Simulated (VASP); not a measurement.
Runs of VASP 6.6.1 on TlCl. Symmetry: Pm-3m, No. 221, cubic system. Conventional cell: a = 3.839 Å, b = 3.839 Å, c = 3.839 Å, α = 90.00°, β = 90.00°, γ = 90.00°. Tl (site symmetry m-3m) has 8 Cl at 3.32 Å and 6 Tl at 3.84 Å within 4.4 Å. Cl (site symmetry m-3m) has 8 Tl at 3.32 Å and 6 Cl at 3.84 Å within 4.4 Å. 

```tsv
level	k mesh	cutoff (eV)	smearing	grid for exact exchange (PRECFOCK)	screening parameter	gap on the mesh (eV)	pressure (GPa)
PBE	4 × 4 × 4	500	tetrahedron	-	-	2.09	1.2
PBE	4 × 4 × 4	500	gaussian 0.01 eV	-	-	2.09	1.2
r2SCAN	4 × 4 × 4	550	gaussian 0.01 eV	-	-	2.51	0.0
HSE06	2 × 2 × 2	400	gaussian 0.01 eV	Normal	0.2079 1/Å	2.90	(b)
PBE	3 × 3 × 3	500	gaussian 0.01 eV	-	-	(a)	1.0
```

Alike in all rows: task single point; potentials or basis VASP PAW PBE potentials, release 64 (Tl_d, Cl); no spin polarisation; cell as given.

**Question.** Estimate the missing entries.

**Answer.** (a) 3.97; (b) 3.2.

Caveats: some runs use coarse meshes; spin-orbit coupling is left out, which moves the levels of the heavy elements; the PAW data sets were made with another functional, which shifts forces and pressure a little (some runs).

A k mesh can miss the band edges, and the runs leave out spin-orbit coupling on Tl.
